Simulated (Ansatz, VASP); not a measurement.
# BeS in VASP and in Ansatz

INCAR

```
PREC = Accurate
ENCUT = 520
EDIFF = 1E-6
ISMEAR = -1
SIGMA = 0.05
LREAL = False
LASPH = True
NELM = 100
ALGO = Normal
ISIF = 2
LWAVE = False
LCHARG = False
NBANDS = 11
```

Contents of KPOINTS:

```
Automatic mesh
0
Gamma
  9 9 9
```

Contents of POSCAR:

```
BeS
1.0
    0.0000000000      2.4410600707      2.4410600707
    2.4410600707      0.0000000000      2.4410600707
    2.4410600707      2.4410600707      0.0000000000
S Be
1 1
Direct
    0.7500000000      0.7500000000      0.7500000000
    0.0000000000      0.0000000000      0.0000000000
```

File input.yaml:

```yaml
crystal:
  lattice:
    - [0.0, 2.4410600707, 2.4410600707]
    - [2.4410600707, 0.0, 2.4410600707]
    - [2.4410600707, 2.4410600707, 0.0]
  atoms:
    - { symbol: S, position: [0.75, 0.75, 0.75] }
    - { symbol: Be, position: [0.0, 0.0, 0.0] }
kpoints:
  mp_grid: { grid: [9, 9, 9] }
scf:
  occupations: { method: fermi_dirac, width: 0.05 }
hamiltonian:
  xc: lda
  pseudopotentials: { kind: all_electron, lapw: { basis_error: 0.001 } }
output:
  forces: true
  stress: true
  eigenvalues: true
```

Change from the starting cell: volume scaled by 1.02.

Alike in both runs: task single point; functional LDA; k mesh 9 × 9 × 9; occupations fermi-dirac, width 0.05 eV; no spin polarisation.

|  | VASP | Ansatz |
| --- | --- | --- |
| version | VASP 6.6.1 | Ansatz 0.2.0 |
| potentials or method | VASP PAW LDA potentials, release 64 (S, Be), cutoff 520 eV | all-electron LAPW, scalar-relativistic |

|  | VASP | Ansatz | Ansatz less VASP |
| --- | --- | --- | --- |
| gap on the k mesh at the Fermi level (eV) | 3.04 | 3.03 | -0.006 |
| least direct gap on the mesh (eV) | 5.51 | 5.49 | -0.016 |
| pressure (GPa) | -4.9 | -4.9 | -0.05 |

LDA's correlation is that of Perdew and Zunger in VASP and of Perdew and Wang (1992) in Ansatz. Ansatz ran all-electron here, and VASP with PAW potentials.
